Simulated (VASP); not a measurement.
A run of VASP 6.6.1 is set up as follows.

Contents of INCAR:

```
PREC     = Accurate       # precision mode
ENCUT    = 600            # plane-wave cutoff, eV
EDIFF    = 1E-6           # SCF threshold, eV
ISMEAR   = 0              # smearing method
SIGMA    = 0.05           # smearing width, eV
LREAL    = False          # projectors in reciprocal space
LASPH    = True           # aspherical terms in the spheres
NELM     = 200            # most SCF steps
ALGO     = Normal         # electronic algorithm
ISIF     = 2              # what is computed and relaxed
LWAVE    = False          # write WAVECAR
LCHARG   = True           # write CHGCAR
ISPIN    = 2              # spin polarisation
MAGMOM   = 0.5 0 0        # initial moments
LORBIT   = 11             # projections on sites
LMAXMIX  = 4              # l up to which the mixer works
GGA      = PE             # functional
LELF     = True           # ELF
LVHAR    = True         
NBANDS   = 24             # bands
GGA_COMPAT= False
```

The input KPOINTS:

```
regular mesh
0
Gamma
  14 14 6
```

File POSCAR:

```
MnO2
1.0
    2.8768068094      0.0000000000      0.0000000000
   -1.4384034047      2.4913877787      0.0000000000
    0.0000000000      0.0000000000      5.4464523635
Mn O
1 2
Direct
    0.0000000000      0.0000000000      0.0000000000
    0.3333333333      0.6666666667      0.1753671606
    0.6666666667      0.3333333333      0.8246328394
```

Potentials or basis: VASP PAW PBE potentials, release 64 (Mn_sv, O).

Launch:

```bash
$ cat potpaw_PBE.64/Mn_sv/POTCAR potpaw_PBE.64/O/POTCAR > POTCAR
$ mpirun -np 1 vasp_std > vasp.out
```

Q: Predict the pressure.

A: -1.0 GPa.

Q: What does it give for the band gap on the k mesh?

A: 1.01 eV (least direct gap 1.07 eV).

Q: Predict the site moments.

A: Mn +2.74; O +0.04 μB.

Forces on the atoms (eV/Å):
```
Mn   0.000  0.000  0.000
O    0.000  0.000 -0.013
O    0.000  0.000  0.013
```

Caveat: a cell with one magnetic atom can't hold antiferromagnetic order, which such compounds often take. A k mesh can miss the band edges.
